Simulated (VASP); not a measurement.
# ZnS (R3m) in VASP: settings compared

The runs below take ZnS through single point, with PBEsol, PBEsol+D4.

Program: VASP 6.6.1. These are calculated values, not measurements. Logs are shortened: lines on timing, memory, paths and dates and some standing lists are left out, and cuts for length are marked.

## Step 1: The cell of the first run

It takes space group R3m (No. 160, trigonal). The conventional cell has a = 3.788 Å, b = 3.788 Å, c = 9.278 Å, α = 90.00°, β = 90.00°, γ = 120.00°. Zn (site symmetry 3m) has 4 S at 2.22 to 2.69 Å within 2.9 Å. S (site symmetry 3m) has 4 Zn at 2.22 to 2.69 Å within 2.9 Å.

## Step 2: Single point, PBEsol

INCAR

```
SYSTEM = ZnS
PREC = Accurate ; ENCUT = 520
EDIFF = 1E-6 ; ISMEAR = 0
SIGMA = 0.05 ; LREAL = .FALSE.
LASPH = .TRUE. ; NELM = 60
ALGO = Normal ; ISIF = 2
LWAVE = .FALSE. ; LCHARG = .FALSE.
GGA = PS ; NBANDS = 16
```

KPOINTS

```
Automatic mesh
0
G
  10 10 10
  0 0 0
```

POSCAR

```
ZnS
1.0
    0.0000000000      2.6782590749      2.6782590749
    2.6782590749      0.0000000000      2.6782590749
    2.6782590749      2.6782590749      0.0000000000
Zn S
1 1
Direct
    0.0000000000      0.0000000000      0.0000000000
    0.8712576966      0.7095807678      0.7095807678
```

Potentials or basis: VASP PAW PBE potentials, release 64 (Zn, S).

Launch:

```
$ cat potpaw_PBE.64/Zn/POTCAR potpaw_PBE.64/S/POTCAR > POTCAR
$ mpirun -np 1 vasp_std > vasp.out
```

OUTCAR:

```text
SYSTEM = ZnS
   PREC = Accurate
   ENCUT = 520
   EDIFF = 1E-6
   ISMEAR = 0
   LREAL = .FALSE.
   LASPH = .TRUE.
   NELM = 60
   ISIF = 2
   GGA = PS

 ion  position               nearest neighbor table
   1  0.000  0.000  0.000-   2 2.22   2 2.22   2 2.22   2 2.69
   2  0.871  0.710  0.710-   1 2.22   1 2.22   1 2.22   1 2.69

  LATTYP: Found a face centered cubic cell.
 ALAT       =     5.3565181498

  Lattice vectors:

 A1 = (   0.0000000000,   2.6782590749,   2.6782590749)
 A2 = (   2.6782590749,   0.0000000000,   2.6782590749)
 A3 = (   2.6782590749,   2.6782590749,   0.0000000000)

Analysis of symmetry for initial positions (statically):
=====================================================================
 Subroutine PRICEL returns:
 Original cell was already a primitive cell.

 Routine SETGRP: Setting up the symmetry group for a
 face centered cubic supercell.

 Subroutine GETGRP returns: Found  6 space group operations
 (whereof  6 operations were pure point group operations)
 out of a pool of 48 trial point group operations.

The static configuration has the point symmetry C_3v.

Analysis of symmetry for dynamics (positions and initial velocities):
=====================================================================
 Subroutine PRICEL returns:
 Original cell was already a primitive cell.

 Routine SETGRP: Setting up the symmetry group for a
 face centered cubic supercell.

 Subroutine GETGRP returns: Found  6 space group operations
 (whereof  6 operations were pure point group operations)
 out of a pool of 48 trial point group operations.

The dynamic configuration has the point symmetry C_3v.

 Subroutine INISYM returns: Found  6 space group operations
 (whereof  6 operations are pure point group operations),
 and found     1 'primitive' translations

----------------------------------------------------------------------------------------

                                     Primitive cell

  volume of cell :      38.4227

  direct lattice vectors                    reciprocal lattice vectors
     0.000000000  2.678259075  2.678259075    -0.186688437  0.186688437  0.186688437
     2.678259075  0.000000000  2.678259075     0.186688437 -0.186688437  0.186688437
     2.678259075  2.678259075  0.000000000     0.186688437  0.186688437 -0.186688437

  length of vectors
     3.787630307  3.787630307  3.787630307     0.323353858  0.323353858  0.323353858

  position of ions in fractional coordinates (direct lattice)
     0.000000000  0.000000000  0.000000000
     0.871257697  0.709580768  0.709580768

[... 77 lines left out ...]
   LREAL  =      F    real-space projection
   EDIFFG = 0.1E-04   stopping-criterion for IOM
   NSW    =      0    number of steps for IOM
   IBRION =     -1    ionic relax: 0-MD 1-quasi-New 2-CG
   NFREE  =      0    steps in history (QN), initial steepest desc. (CG)
   ISIF   =      2    stress and relaxation
   ISYM   =      2    0-nonsym 1-usesym 2-fastsym
   POTIM  = 0.5000    time-step for ionic-motion
   TEBEG  =    0.0;   TEEND  =   0.0 temperature during run
   PSTRESS=    0.0 pullay stress
   NELECT =      18.0000    total number of electrons
   NUPDOWN=      -1.0000    fix difference up-down
   EMIN   =  10.00;   EMAX   =-10.00  energy-range for DOS
   EFERMI =   0.00;   METHOD = LEGACY
   ISMEAR =     0;   SIGMA  =   0.05  broadening in eV -4-tet -1-fermi 0-gaus
   EFERMI_NEDOS =   21; number of points for ismear=-14 and -15
   IALGO  =     38    algorithm
   IMIX   =      4    mixing-type and parameters
     AMIX     =   0.40;   BMIX     =  1.00
     AMIX_MAG =   1.60;   BMIX_MAG =  1.00
  volume/ion in A,a.u.               =      19.21       129.64
  Fermi-wavevector in a.u.,A,eV,Ry     =   1.271461  2.402713 21.995360  1.616613
  Thomas-Fermi vector in A             =   2.404393
   LORBIT       =      0    0 simple, 1 ext, 2 COOP (PROOUT), +10 PAW based schemes
   GGA     = PS    functional components
   LHFCALC =     F    Hartree Fock is set to
   AEXX    =    0.0000 exact exchange contribution
   IVDW    =     0    specifies the selected vdW correction
   LEPSILON=     F    determine dielectric tensor
   LRPA    =     F    only Hartree local field effects (RPA)
 non-spin polarized calculation
 Gauss-broadening in eV      SIGMA  =   0.05
  energy-cutoff  :      520.00
  volume of cell :       38.42
 maximum number of plane-waves:      1056
   NGX = 15   NGY = 15   NGZ = 15

 number of electron      18.0000016 magnetization

 Free energy of the ion-electron system (eV)
  ---------------------------------------------------
  ext. energy  EPLUGINS =         0.00000000
  ---------------------------------------------------
  free energy    TOTEN  =        -7.34729496 eV

  energy without entropy =       -7.34729496  energy(sigma->0) =       -7.34729496

 E-fermi :   2.5351     XC(G=0):  -9.9743

 val. band max:        2.2863884164   @ k =   0.0000   0.0000   0.0000
 cond. band min:       4.4065520856   @ k =   0.0000   0.0000   0.0000
 fundamental gap:      2.1201636692
 Fermi energy:         2.5351206900

 k-point     1 :       0.0000    0.0000    0.0000
  band No.  band energies     occupation
      1     -11.1600      2.00000
      2      -4.5347      2.00000
      3      -4.5347      2.00000
      4      -4.0498      2.00000
      5      -3.8443      2.00000
      6      -3.8443      2.00000
[... 433 lines left out ...]
      3      -4.2133      2.00000
      4      -3.9061      2.00000
      5      -3.8583      2.00000
      6      -3.7169      2.00000
[... 8 lines left out ...]
     15      15.0963      0.00000
     16      16.0835      0.00000

 [... further k-points ...]

------------------------ aborting loop because EDIFF is reached ----------------------------------------

  FORCE on cell =-STRESS in cart. coord.  units (eV):
  Direction    XX          YY          ZZ          XY          YZ          ZX
  --------------------------------------------------------------------------------------
  -------------------------------------------------------------------------------------
  Total        0.7163706      0.7163706      0.7163706      0.6328137     -0.6328137      0.6328137
  in kB       29.8717426     29.8717426     29.8717426     26.3875294    -26.3875294     26.3875294
  external PRESSURE =      29.8717426 kB  Pullay stress =       0.0000000 kB

 VOLUME and BASIS-vectors are now :
 -----------------------------------------------------------------------------
  energy-cutoff  :      520.00
  volume of cell :       38.42
      direct lattice vectors                 reciprocal lattice vectors
     0.000000000  2.678259075  2.678259075    -0.186688437  0.186688437  0.186688437
     2.678259075  0.000000000  2.678259075     0.186688437 -0.186688437  0.186688437
     2.678259075  2.678259075  0.000000000     0.186688437  0.186688437 -0.186688437

 POSITION                                       TOTAL-FORCE (eV/Angst)
 -----------------------------------------------------------------------------------
      0.00000      0.00000      0.00000        -0.518255      0.518255      0.518255
      3.80088      4.23389      4.23389         0.518255     -0.518255     -0.518255
 -----------------------------------------------------------------------------------
    total drift:                                0.000094     -0.000095     -0.000095

  FREE ENERGIE OF THE ION-ELECTRON SYSTEM (eV)
  ---------------------------------------------------
  free  energy   TOTEN  =        -7.3472949614 eV

  energy  without entropy=       -7.3472949614  energy(sigma->0) =       -7.34729496
```

OSZICAR:

```text
N       E                     dE             d eps       ncg     rms          rms(c)
DAV:   1     0.886188091279E+02    0.88619E+02   -0.89811E+03  3728   0.136E+03
DAV:   2    -0.203054466733E+01   -0.90649E+02   -0.84833E+02  4224   0.260E+02
DAV:   3    -0.775482345199E+01   -0.57243E+01   -0.57007E+01  4712   0.642E+01
DAV:   4    -0.781331372217E+01   -0.58490E-01   -0.58478E-01  4456   0.670E+00
DAV:   5    -0.781397752672E+01   -0.66380E-03   -0.66379E-03  4792   0.689E-01    0.750E+00
DAV:   6    -0.737560425441E+01    0.43837E+00   -0.91364E-01  5360   0.353E+01    0.583E+00
DAV:   7    -0.735163030571E+01    0.23974E-01   -0.28978E-01  4704   0.541E+00    0.282E+00
DAV:   8    -0.734752356123E+01    0.41067E-02   -0.65818E-03  5168   0.119E+00    0.711E-01
DAV:   9    -0.734721459409E+01    0.30897E-03   -0.13625E-03  4704   0.327E-01    0.102E-01
DAV:  10    -0.734729632940E+01   -0.81735E-04   -0.17530E-04  4584   0.131E-01    0.268E-02
DAV:  11    -0.734729451800E+01    0.18114E-05   -0.23391E-05  5456   0.792E-02    0.416E-03
DAV:  12    -0.734729496139E+01   -0.44339E-06   -0.33901E-06  4656   0.153E-02
   1 F= -.73472950E+01 E0= -.73472950E+01  d E =-.504554E-15
```

stdout:

```text
POSCAR found type information on POSCAR ZnS
 POSCAR found :  2 types and       2 ions
 scaLAPACK will be used
 -----------------------------------------------------------------------------
|                                                                             |
|                                                                             |
|     You enforced a specific xc type in the INCAR file but a different       |
|     I HOPE YOU KNOW WHAT YOU ARE DOING!                                     |
|                                                                             |
 -----------------------------------------------------------------------------

 LDA part: xc-table for (Slater+PW92), standard interpolation
 POSCAR, INCAR and KPOINTS ok, starting setup
 FFT: planning ... GRIDC
 FFT: planning ... GRID_SOFT
 FFT: planning ... GRID
 WAVECAR not read
 entering main loop
```

Run time: 79 s. Hardware: 1 thread of Intel Xeon 8259CL, shared host; peak memory 0.2 GiB.

What came out:

- Free energy: -7.3473 eV
- Pressure: 3.0 GPa
- Largest force: 0.898 eV/Å
- Band gap on the k mesh: 2.12 eV

Forces on the atoms (eV/Å):
```
Zn  -0.518  0.518  0.518
S    0.518 -0.518 -0.518
```

Stress tensor (GPa, compression positive):
```
 2.99  2.64  2.64
 2.64  2.99 -2.64
 2.64 -2.64  2.99
```

Caveat: the cell differs from its parent crystal (all S atoms moved -0.375 Å, as atom 2 towards its neighbour atom 1 (Zn) at 2.319 Å); the PAW data sets were made with another functional, which shifts forces and pressure a little.

## Step 3: Single point, PBEsol

INCAR

```
ALGO = Normal
EDIFF = 1E-6
ENCUT = 520
GGA = PS
ISIF = 2
ISMEAR = 0
LASPH = True
LCHARG = True
LELF = True
LREAL = False
LVHAR = True
LWAVE = False
NBANDS = 16
NELM = 100
PREC = Accurate
SIGMA = 0.05
```

KPOINTS

```
k-points
0
Gamma
  10 10 10
```

POSCAR, as its differences from that of step 2:

```diff
@@ -9,2 +9,2 @@
     0.0000000000      0.0000000000      0.0000000000
-    0.8712576966      0.7095807678      0.7095807678
+    0.6691615356      0.7769461548      0.7769461548
```

Potentials or basis: VASP PAW PBE potentials, release 64 (Zn, S).

Launch:

```
$ cat potpaw_PBE.64/Zn/POTCAR potpaw_PBE.64/S/POTCAR > POTCAR
$ mpirun -np 1 vasp_std > vasp.out
```

OUTCAR:

```text
EDIFF = 1E-6
   ENCUT = 520
   GGA = PS
   ISIF = 2
   ISMEAR = 0
   LASPH = True
   LREAL = False
   NELM = 100
   PREC = Accurate

 ion  position               nearest neighbor table
   1  0.000  0.000  0.000-   2 2.07   2 2.41   2 2.41   2 2.41
   2  0.669  0.777  0.777-   1 2.07   1 2.41   1 2.41   1 2.41

  LATTYP: Found a face centered cubic cell.
 ALAT       =     5.3565181498

  Lattice vectors:

 A1 = (   0.0000000000,   2.6782590749,   2.6782590749)
[... 642 lines left out ...]
------------------------ aborting loop because EDIFF is reached ----------------------------------------

  FORCE on cell =-STRESS in cart. coord.  units (eV):
  Direction    XX          YY          ZZ          XY          YZ          ZX
  --------------------------------------------------------------------------------------
  -------------------------------------------------------------------------------------
  Total        0.8152836      0.8152836      0.8152836     -1.5319080      1.5319080     -1.5319080
  in kB       33.9962891     33.9962891     33.9962891    -63.8786195     63.8786195    -63.8786195
  external PRESSURE =      33.9962891 kB  Pullay stress =       0.0000000 kB

 VOLUME and BASIS-vectors are now :
 -----------------------------------------------------------------------------
  energy-cutoff  :      520.00
  volume of cell :       38.42
      direct lattice vectors                 reciprocal lattice vectors
     0.000000000  2.678259075  2.678259075    -0.186688437  0.186688437  0.186688437
     2.678259075  0.000000000  2.678259075     0.186688437 -0.186688437  0.186688437
     2.678259075  2.678259075  0.000000000     0.186688437  0.186688437 -0.186688437

 POSITION                                       TOTAL-FORCE (eV/Angst)
 -----------------------------------------------------------------------------------
      0.00000      0.00000      0.00000         1.589285     -1.589285     -1.589285
      4.16173      3.87305      3.87305        -1.589285      1.589285      1.589285
 -----------------------------------------------------------------------------------
    total drift:                               -0.000083      0.000077      0.000077

  FREE ENERGIE OF THE ION-ELECTRON SYSTEM (eV)
  ---------------------------------------------------
  free  energy   TOTEN  =        -7.3029438807 eV

  energy  without entropy=       -7.3029438807  energy(sigma->0) =       -7.30294388
```

OSZICAR:

```text
N       E                     dE             d eps       ncg     rms          rms(c)
DAV:   1     0.883840638857E+02    0.88384E+02   -0.89844E+03  3736   0.136E+03
DAV:   2    -0.203106968855E+01   -0.90415E+02   -0.84419E+02  4256   0.260E+02
DAV:   3    -0.770440912166E+01   -0.56733E+01   -0.56496E+01  4656   0.639E+01
DAV:   4    -0.776346600764E+01   -0.59057E-01   -0.59045E-01  4528   0.671E+00
DAV:   5    -0.776414113462E+01   -0.67513E-03   -0.67512E-03  4792   0.691E-01    0.771E+00
DAV:   6    -0.733083200014E+01    0.43331E+00   -0.88584E-01  5352   0.354E+01    0.590E+00
DAV:   7    -0.730714798128E+01    0.23684E-01   -0.28339E-01  4744   0.543E+00    0.283E+00
DAV:   8    -0.730317009774E+01    0.39779E-02   -0.69961E-03  4912   0.118E+00    0.703E-01
DAV:   9    -0.730286758708E+01    0.30251E-03   -0.13295E-03  4608   0.297E-01    0.100E-01
DAV:  10    -0.730294134518E+01   -0.73758E-04   -0.16053E-04  4648   0.113E-01    0.334E-02
DAV:  11    -0.730294328689E+01   -0.19417E-05   -0.21867E-05  5264   0.700E-02    0.579E-03
DAV:  12    -0.730294388069E+01   -0.59380E-06   -0.29017E-06  4856   0.174E-02
   1 F= -.73029439E+01 E0= -.73029439E+01  d E =-.136048E-11
```

Wall time 85 s (1 thread of Intel Xeon 8259CL, shared host); peak memory 0.2 GiB.

Results:

* Free energy: -7.3029 eV
* Pressure: 3.4 GPa
* Largest force: 2.753 eV/Å
* Band gap on the k mesh: 2.00 eV

Forces on the atoms (eV/Å):
```
Zn   1.589 -1.589 -1.589
S   -1.589  1.589  1.589
```

Caveat: the cell differs from its parent crystal (all S atoms moved +0.250 Å, as atom 2 towards its neighbour atom 1 (Zn) at 2.319 Å); the cell stands under pressure; the PAW data sets were made with another functional, which shifts forces and pressure a little.

## Step 4: Single point, PBEsol

INCAR

```
ALGO = Normal
EDIFF = 1E-7
ENCUT = 520
GGA = PS
ISIF = 2
ISMEAR = 0
LASPH = T
LCHARG = T
LELF = T
LREAL = F
LVHAR = T
LWAVE = F
NBANDS = 16
NELM = 100
PREC = Accurate
SIGMA = 0.05
```

KPOINTS is that of step 3.

POSCAR, as its differences from that of step 3:

```diff
@@ -9,2 +9,2 @@
     0.0000000000      0.0000000000      0.0000000000
-    0.6691615356      0.7769461548      0.7769461548
+    0.6085326873      0.7971557709      0.7971557709
```

Launch:

```
$ cat potpaw_PBE.64/Zn/POTCAR potpaw_PBE.64/S/POTCAR > POTCAR
$ mpirun -np 1 vasp_std > vasp.out
```

Wall time 78 s (1 thread of Intel Xeon 8259CL, shared host); peak memory 0.2 GiB.

It converged, with:

| Item | Value |
| --- | --- |
| Free energy | -6.3876 eV |
| Pressure | 13.0 GPa |
| Largest force | 7.601 eV/Å |
| Band gap on the k mesh | 1.96 eV |

Forces in eV/Å, atoms in the order of the input:
```
Zn   4.388 -4.388 -4.388
S   -4.388  4.388  4.388
```

Stress tensor (GPa, compression positive):
```
 13.02 -17.23 -17.23
-17.23  13.02  17.23
-17.23  17.23  13.02
```

Levels at points of the mesh, in eV from the valence-band top:
```
           k point  band 6  band 7  band 8  band 9  band 10  band 11  band 12  band 13
(0.00, 0.00, 0.00)   -6.59   -0.89    0.00    0.00     1.96     6.00     6.00     7.13
(0.50, 0.00, 0.00)   -6.67   -6.09   -1.34   -1.34     3.77     7.16     7.16     8.80
(0.00, 0.50, 0.00)   -6.40   -5.23   -1.56   -0.36     2.76     5.37     7.69     8.38
(0.50, 0.50, 0.00)   -6.45   -4.86   -2.52   -2.23     2.45     3.97    10.39    11.60
```

Caveat: the cell differs from its parent crystal (all S atoms moved +0.438 Å, as atom 2 towards its neighbour atom 1 (Zn) at 2.319 Å); the cell stands under pressure; the PAW data sets were made with another functional, which shifts forces and pressure a little.

(Continued in part 2 of 2.)
